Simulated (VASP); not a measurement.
# CdO (Fm-3m) in VASP: notebook

Runs on CdO. Level: PBE. Tasks: single point, relaxation of cell and atoms.

Program: VASP 6.6.1. These are calculated values, not measurements. Logs are shortened: lines on timing, memory, paths and dates and some standing lists are left out, and cuts for length are marked.

## Step 1: The cell of the first run

The structure is cubic, space group Fm-3m (No. 225). Conventional cell: a = 4.722 Å, b = 4.722 Å, c = 4.722 Å, α = 90.00°, β = 90.00°, γ = 90.00°. Within 3.1 Å of Cd (site symmetry m-3m) lie 6 O at 2.36 Å. Within 3.1 Å of O (site symmetry m-3m) lie 6 Cd at 2.36 Å.

## Step 2: Single point, PBE

File INCAR:

```
SYSTEM = CdO
ALGO = Normal
EDIFF = 1E-6
ENCUT = 600
GGA = PE
GGA_COMPAT = .False.
ISIF = 2
ISMEAR = 0
LASPH = .True.
LCHARG = .False.
LREAL = .False.
LWAVE = .False.
NBANDS = 16
NELM = 120
PREC = Accurate
SIGMA = 0.1
```

File KPOINTS:

```
k-points
0
Gamma
  6 6 6
  0 0 0
```

File POSCAR:

```
CdO
1.0
    0.0000000000      2.3609930000      2.3609930000
    2.3609930000      0.0000000000      2.3609930000
    2.3609930000      2.3609930000      0.0000000000
Cd O
1 1
Direct
    0.0000000000      0.0000000000      0.0000000000
    0.5000000000      0.5000000000      0.5000000000
```

Potentials or basis: VASP PAW PBE potentials, release 64 (Cd, O).

Command:

```sh
> cat potpaw_PBE.64/Cd/POTCAR potpaw_PBE.64/O/POTCAR > POTCAR
> mpirun -np 1 vasp_std > vasp.out
```

OUTCAR:

```text
SYSTEM = CdO
   EDIFF = 1E-6
   ENCUT = 600
   GGA = PE
   ISIF = 2
   ISMEAR = 0
   LASPH = .True.
   LREAL = .False.
   NELM = 120
   PREC = Accurate

 ion  position               nearest neighbor table
   1  0.000  0.000  0.000-   2 2.36   2 2.36   2 2.36   2 2.36   2 2.36   2 2.36
   2  0.500  0.500  0.500-   1 2.36   1 2.36   1 2.36   1 2.36   1 2.36   1 2.36

  LATTYP: Found a face centered cubic cell.
 ALAT       =     4.7219860000

  Lattice vectors:

 A1 = (   0.0000000000,   2.3609930000,   2.3609930000)
 A2 = (   2.3609930000,   0.0000000000,   2.3609930000)
 A3 = (   2.3609930000,   2.3609930000,   0.0000000000)

Analysis of symmetry for initial positions (statically):
=====================================================================
 Subroutine PRICEL returns:
 Original cell was already a primitive cell.

 Routine SETGRP: Setting up the symmetry group for a
 face centered cubic supercell.

 Subroutine GETGRP returns: Found 48 space group operations
 (whereof 48 operations were pure point group operations)
 out of a pool of 48 trial point group operations.

The static configuration has the point symmetry O_h .

Analysis of symmetry for dynamics (positions and initial velocities):
=====================================================================
 Subroutine PRICEL returns:
 Original cell was already a primitive cell.

 Routine SETGRP: Setting up the symmetry group for a
 face centered cubic supercell.

 Subroutine GETGRP returns: Found 48 space group operations
 (whereof 48 operations were pure point group operations)
 out of a pool of 48 trial point group operations.

The dynamic configuration has the point symmetry O_h .

 Subroutine INISYM returns: Found 48 space group operations
 (whereof 48 operations are pure point group operations),
 and found     1 'primitive' translations

----------------------------------------------------------------------------------------

                                     Primitive cell

  volume of cell :      26.3217

  direct lattice vectors                    reciprocal lattice vectors
     0.000000000  2.360993000  2.360993000    -0.211775300  0.211775300  0.211775300
     2.360993000  0.000000000  2.360993000     0.211775300 -0.211775300  0.211775300
     2.360993000  2.360993000  0.000000000     0.211775300  0.211775300 -0.211775300

  length of vectors
     3.338948321  3.338948321  3.338948321     0.366805579  0.366805579  0.366805579

  position of ions in fractional coordinates (direct lattice)
     0.000000000  0.000000000  0.000000000
     0.500000000  0.500000000  0.500000000

  ion indices of the primitive-cell ions
   primitive index   ion index
                 1           1
                 2           2

----------------------------------------------------------------------------------------

 KPOINTS: k-points

Automatic generation of k-mesh.
 Grid dimensions read from file:
 generate k-points for:    6    6    6

 Generating k-lattice:

  Cartesian coordinates                     Fractional coordinates (reciprocal lattice)
    -0.035295883  0.035295883  0.035295883     0.166666667  0.000000000  0.000000000
     0.035295883 -0.035295883  0.035295883     0.000000000  0.166666667  0.000000000
     0.035295883  0.035295883 -0.035295883     0.000000000  0.000000000  0.166666667

  Length of vectors
     0.061134263  0.061134263  0.061134263

  Shift w.r.t. Gamma in fractional coordinates (k-lattice)
     0.000000000  0.000000000  0.000000000

 Subroutine IBZKPT returns following result:
 ===========================================

 Found     16 irreducible k-points:

 Following reciprocal coordinates:
            Coordinates               Weight
  0.000000  0.000000  0.000000      1.000000
  0.166667  0.000000  0.000000      8.000000
  0.333333  0.000000  0.000000      8.000000
  0.500000  0.000000  0.000000      4.000000
  0.166667  0.166667  0.000000      6.000000
  0.333333  0.166667  0.000000     24.000000
[... 8 lines left out ...]
 -0.333333  0.333333  0.166667     24.000000
 -0.333333  0.500000  0.166667     12.000000
   k-points           NKPTS =     16   k-points in BZ     NKDIM =     16   number of bands    NBANDS=     16
   number of dos      NEDOS =    301   number of ions     NIONS =      2
   total plane-waves  NPLWV =  21952
   dimension x,y,z NGX =    28 NGY =   28 NGZ =   28
   dimension x,y,z NGXF=    56 NGYF=   56 NGZF=   56
   ions per type =               1   1
   NGX,Y,Z   is equivalent  to a cutoff of  13.94, 13.94, 13.94 a.u.
   NGXF,Y,Z  is equivalent  to a cutoff of  27.88, 27.88, 27.88 a.u.
 SYSTEM =  CdO
   PREC   = accura    normal or accurate (medium, high low for compatibility)
   ISTART =      0    job   : 0-new  1-cont  2-samecut
   ICHARG =      2    charge: 1-file 2-atom 10-const
   ISPIN  =      1    spin polarized calculation?
   LNONCOLLINEAR =      F non collinear calculations
   LSORBIT =      F    spin-orbit coupling
   LASPH  =      T    aspherical Exc in radial PAW
   ENCUT  =  600.0 eV  44.10 Ry    6.64 a.u.   6.67  6.67  6.67*2*pi/ulx,y,z
   NELM   =    120;   NELMIN=  2; NELMDL= -5     # of ELM steps
   EDIFF  = 0.1E-05   stopping-criterion for ELM
   LREAL  =      F    real-space projection
   EDIFFG = 0.1E-04   stopping-criterion for IOM
   NSW    =      0    number of steps for IOM
   IBRION =     -1    ionic relax: 0-MD 1-quasi-New 2-CG
   NFREE  =      0    steps in history (QN), initial steepest desc. (CG)
   ISIF   =      2    stress and relaxation
   ISYM   =      2    0-nonsym 1-usesym 2-fastsym
   POTIM  = 0.5000    time-step for ionic-motion
   TEBEG  =    0.0;   TEEND  =   0.0 temperature during run
   PSTRESS=    0.0 pullay stress
   NELECT =      18.0000    total number of electrons
   NUPDOWN=      -1.0000    fix difference up-down
   EMIN   =  10.00;   EMAX   =-10.00  energy-range for DOS
   EFERMI =   0.00;   METHOD = LEGACY
   ISMEAR =     0;   SIGMA  =   0.10  broadening in eV -4-tet -1-fermi 0-gaus
   EFERMI_NEDOS =   21; number of points for ismear=-14 and -15
   IALGO  =     38    algorithm
   IMIX   =      4    mixing-type and parameters
     AMIX     =   0.40;   BMIX     =  1.00
     AMIX_MAG =   1.60;   BMIX_MAG =  1.00
  volume/ion in A,a.u.               =      13.16        88.81
  Fermi-wavevector in a.u.,A,eV,Ry     =   1.442318  2.725585 28.303937  2.080281
  Thomas-Fermi vector in A             =   2.560851
   LORBIT       =      0    0 simple, 1 ext, 2 COOP (PROOUT), +10 PAW based schemes
   GGA     = PE    functional components
   LHFCALC =     F    Hartree Fock is set to
   AEXX    =    0.0000 exact exchange contribution
   IVDW    =     0    specifies the selected vdW correction
   LEPSILON=     F    determine dielectric tensor
   LRPA    =     F    only Hartree local field effects (RPA)
 non-spin polarized calculation
 Gauss-broadening in eV      SIGMA  =   0.10
  energy-cutoff  :      600.00
  volume of cell :       26.32
 maximum number of plane-waves:       899
 NGX is ok and might be reduce to    28
   NGX = 13   NGY = 13   NGZ = 13

 number of electron      17.9999999 magnetization

 Free energy of the ion-electron system (eV)
  ---------------------------------------------------
  ext. energy  EPLUGINS =         0.00000000
  ---------------------------------------------------
  free energy    TOTEN  =        -7.71445041 eV

  energy without entropy =       -7.71317773  energy(sigma->0) =       -7.71381407

 E-fermi :   1.9858     XC(G=0): -11.6173

 val. band max:        1.8954256203   @ k =   0.5000   0.0000   0.0000
 cond. band min:       3.3916185160   @ k =   0.1667   0.0000   0.0000
 fundamental gap:      1.4961928957
 Fermi energy:         1.9858009003

 k-point     1 :       0.0000    0.0000    0.0000
  band No.  band energies     occupation
      1     -15.3639      2.00000
      2      -4.7809      2.00000
      3      -4.7809      2.00000
      4      -4.7809      2.00000
      5      -4.4846      2.00000
      6      -4.4846      2.00000
[... 8 lines left out ...]
     15      19.8791      0.00000
     16      19.8791      0.00000

 k-point     2 :       0.1667    0.0000    0.0000
  band No.  band energies     occupation
      1     -15.1868      2.00000
      2      -4.9003      2.00000
      3      -4.8094      2.00000
      4      -4.8094      2.00000
      5      -4.5710      2.00000
      6      -4.5710      2.00000
[... 8 lines left out ...]
     15      20.6061      0.00000
     16      20.6061      0.00000

 k-point     3 :       0.3333    0.0000    0.0000
  band No.  band energies     occupation
      1     -14.8049      2.00000
      2      -5.3522      2.00000
      3      -5.1697      2.00000
      4      -5.1697      2.00000
      5      -4.3689      2.00000
      6      -4.3689      2.00000
[... 8 lines left out ...]
     15      22.1876      0.00000
     16      22.1876      0.00000

 k-point     4 :       0.5000    0.0000    0.0000
  band No.  band energies     occupation
      1     -14.5970      2.00000
      2      -5.6799      2.00000
      3      -5.3441      2.00000
      4      -5.3441      2.00000
      5      -4.2461      2.00000
      6      -4.2461      2.00000
[... 8 lines left out ...]
     15      23.0104      0.00000
     16      23.7628      0.00000
[... 172 lines left out ...]
 k-point    14 :       0.5000    0.3333    0.1667
  band No.  band energies     occupation
      1     -14.7128      2.00000
      2      -5.1023      2.00000
      3      -5.0367      2.00000
      4      -4.9484      2.00000
      5      -4.3379      2.00000
      6      -4.1558      2.00000
[... 8 lines left out ...]
     15      22.8734      0.00000
     16      25.5992      0.00000

 k-point    15 :      -0.3333    0.3333    0.1667
  band No.  band energies     occupation
      1     -14.6300      2.00000
      2      -5.1807      2.00000
      3      -4.9524      2.00000
      4      -4.9171      2.00000
      5      -4.2063      2.00000
      6      -4.1490      2.00000
[... 8 lines left out ...]
     15      20.9315      0.00000
     16      26.5393      0.00000

 k-point    16 :      -0.3333    0.5000    0.1667
  band No.  band energies     occupation
      1     -14.6662      2.00000
      2      -5.0879      2.00000
      3      -4.7745      2.00000
      4      -4.6112      2.00000
      5      -4.1126      2.00000
      6      -3.9114      2.00000
[... 8 lines left out ...]
     15      23.0539      0.00000
     16      26.1656      0.00000

------------------------ aborting loop because EDIFF is reached ----------------------------------------

  FORCE on cell =-STRESS in cart. coord.  units (eV):
  Direction    XX          YY          ZZ          XY          YZ          ZX
  --------------------------------------------------------------------------------------
  -------------------------------------------------------------------------------------
  Total        0.8392458      0.8392458      0.8392458     -0.0000000      0.0000000      0.0000000
  in kB       51.0840919     51.0840919     51.0840919     -0.0000000      0.0000000      0.0000000
  external PRESSURE =      51.0840919 kB  Pullay stress =       0.0000000 kB

 VOLUME and BASIS-vectors are now :
 -----------------------------------------------------------------------------
  energy-cutoff  :      600.00
  volume of cell :       26.32
      direct lattice vectors                 reciprocal lattice vectors
     0.000000000  2.360993000  2.360993000    -0.211775300  0.211775300  0.211775300
     2.360993000  0.000000000  2.360993000     0.211775300 -0.211775300  0.211775300
     2.360993000  2.360993000  0.000000000     0.211775300  0.211775300 -0.211775300

 POSITION                                       TOTAL-FORCE (eV/Angst)
 -----------------------------------------------------------------------------------
      0.00000      0.00000      0.00000         0.000000      0.000000      0.000000
      2.36099      2.36099      2.36099        -0.000000     -0.000000     -0.000000
 -----------------------------------------------------------------------------------
    total drift:                                0.000000      0.000000      0.000000

  FREE ENERGIE OF THE ION-ELECTRON SYSTEM (eV)
  ---------------------------------------------------
  free  energy   TOTEN  =        -7.7144504132 eV

  energy  without entropy=       -7.7131777250  energy(sigma->0) =       -7.71381407
```

It took 17 s on 1 thread of Intel Xeon 8259CL, shared host; peak memory 0.16 GiB.

Results:

```
Free energy            : -7.7145 eV
Pressure               : 5.1 GPa
Band gap on the k mesh : zero (band 9 reaches 1.90 eV, above the bottom of band 10 at 1.44 eV)
```

Levels at points of the mesh, in eV from the Fermi level:
```csv
k point,band 6,band 7,band 8,band 9,band 10,band 11,band 12,band 13
"(0.00, 0.00, 0.00)",-6.47,-1.36,-1.36,-1.36,-0.54,14.88,16.85,16.85
"(0.50, 0.00, 0.00)",-6.23,-3.86,-0.09,-0.09,4.35,7.13,11.80,11.80
"(0.50, 0.50, 0.00)",-5.81,-4.31,-2.32,-2.32,3.74,8.41,11.08,13.15
```

Caveat: the k points lie up to 0.38 Å⁻¹ apart.

## Step 3: Single point, PBE

This run uses another cell than the first one, of 13.54 Å³/atom, 1.029 times its volume.

File INCAR:

```
SYSTEM = CdO
  ALGO = Normal
  EDIFF = 1E-6
  ENCUT = 600
  GGA = PE
  GGA_COMPAT = .FALSE.
  ISIF = 2
  ISMEAR = 0
  LASPH = .TRUE.
  LCHARG = .FALSE.
  LREAL = .FALSE.
  LWAVE = .FALSE.
  NBANDS = 16
  NELM = 120
  PREC = Accurate
  SIGMA = 0.1
```

File KPOINTS:

```
k-points
0
G
  6 6 6
  0 0 0
```

File POSCAR:

```
CdO
1.0
    0.0000000000      2.3834614691      2.3834614691
    2.3834614691      0.0000000000      2.3834614691
    2.3834614691      2.3834614691      0.0000000000
Cd O
1 1
Direct
    0.0000000000      0.0000000000      0.0000000000
    0.5000000000      0.5000000000      0.5000000000
```

Potentials or basis: VASP PAW PBE potentials, release 64 (Cd, O).

Command:

```sh
> cat potpaw_PBE.64/Cd/POTCAR potpaw_PBE.64/O/POTCAR > POTCAR
> mpirun -np 1 vasp_std > vasp.out
```

Run time: 17 s. Hardware: 1 thread of Intel Xeon 8259CL, shared host; peak memory 0.16 GiB.

The run converged. Its results:

* Free energy: -7.7305 eV
* Pressure: 1.1 GPa
* Band gap on the k mesh: zero (band 9 reaches 1.64 eV, above the bottom of band 10 at 1.13 eV)

Levels at points of the mesh, in eV from the Fermi level:
```
           k point  band 7  band 8  band 9  band 10  band 11  band 12
(0.00, 0.00, 0.00)   -1.26   -1.26   -1.26    -0.60    14.83    16.65
(0.50, 0.00, 0.00)   -3.79   -0.09   -0.09     4.34     6.92    11.65
(0.50, 0.50, 0.00)   -4.12   -2.19   -2.19     3.62     8.28    10.98
```

Caveat: the k points lie up to 0.38 Å⁻¹ apart.

## Step 4: Relaxation of cell and atoms, PBE

File INCAR:

```
SYSTEM = CdO
  PREC = Accurate
  ENCUT = 600
  EDIFF = 1E-7
  ISMEAR = 0
  SIGMA = 0.1
  LREAL = .False.
  LASPH = .True.
  NELM = 120
  ALGO = Normal
  ISIF = 3
  LWAVE = .False.
  LCHARG = .False.
  GGA = PE
  IBRION = 2
  NSW = 60
  EDIFFG = -0.04
  GGA_COMPAT = .False.
  NELMIN = 4
```

File KPOINTS:

```
Automatic mesh
0
Gamma
  6 6 6
  0 0 0
```

File POSCAR:

```
CdO
1.0
    0.0000000000      2.3609930000      2.3609930000
    2.3609930000      0.0000000000      2.3609930000
    2.3609930000      2.3609930000      0.0000000000
Cd O
1 1
Direct
    0.0000000000      0.0000000000      0.0000000000
    0.5000000000      0.5000000000      0.5000000000
```

Command:

```sh
> cat potpaw_PBE.64/Cd/POTCAR potpaw_PBE.64/O/POTCAR > POTCAR
> mpirun -np 1 vasp_std > vasp.out
```

It took 33 s on 1 thread of Intel Xeon 8259CL, shared host; peak memory 0.16 GiB.

It converged, with:

```yaml
Free_energy: -7.7299 eV
Relaxed_volume: 13.66 Å³/atom
Relaxed_cell: a = 3.381 Å, b = 3.381 Å, c = 3.381 Å, α = 60.00°, β = 60.00°, γ = 60.00°
Space_group_after_relaxing_to_0.05_Å: Fm-3m (No. 225)
Energy_gained_by_relaxing: 7.7 meV/atom
Ionic_steps: 3
Pressure_after_relaxing: 0.0 GPa
Band_gap_on_the_k_mesh: zero (band 9 reaches 1.56 eV, above the bottom of band 10 at 1.04 eV)
```

Step by step:
```csv
step,energy change (eV),largest force (eV/Å),pressure (GPa),volume (Å³)
1,0.0000,0.0000,5.13,26.32
2,-0.0098,0.0000,-2.74,27.96
3,-0.0154,0.0000,0.00,27.32
```

Final structure:
```
CELL_PARAMETERS angstrom
0.00000 2.39051 2.39051
2.39051 0.00000 2.39051
2.39051 2.39051 0.00000
ATOMIC_POSITIONS crystal
Cd 0.00000 0.00000 0.00000
O 0.50000 0.50000 0.50000
```

Levels at points of the mesh, in eV from the Fermi level:
```tsv
k point	band 6	band 7	band 8	band 9	band 10	band 11	band 12	band 13
(0.00, 0.00, 0.00)	-6.44	-1.23	-1.23	-1.23	-0.61	14.82	16.59	16.59
(0.50, 0.00, 0.00)	-6.22	-3.77	-0.09	-0.09	4.33	6.86	11.60	11.60
(0.50, 0.50, 0.00)	-5.85	-4.06	-2.15	-2.15	3.58	8.24	10.95	12.83
```

Caveat: the k points lie up to 0.38 Å⁻¹ apart in the final cell.

## Step 5: The runs side by side

| task | cell | gap on the mesh (eV) | pressure (GPa) |
| --- | --- | --- | --- |
| single point | a = 3.339 Å, angles 60.0°, 2 atoms | none | 5.1 |
| single point | a = 3.371 Å, angles 60.0°, 2 atoms | none | 1.1 |
| relaxation of cell and atoms | relaxed from a = 3.339 Å, angles 60.0°, 2 atoms | none | 0.0 |

Alike in all rows: level PBE; potentials or basis VASP PAW PBE potentials, release 64 (Cd, O); no spin polarisation; k mesh 6 × 6 × 6; cutoff (eV) 600; smearing gaussian 0.1 eV.

Caveats: all runs use coarse meshes.

Total energies depend on the potentials used, so only differences within one code and one set of settings carry meaning.
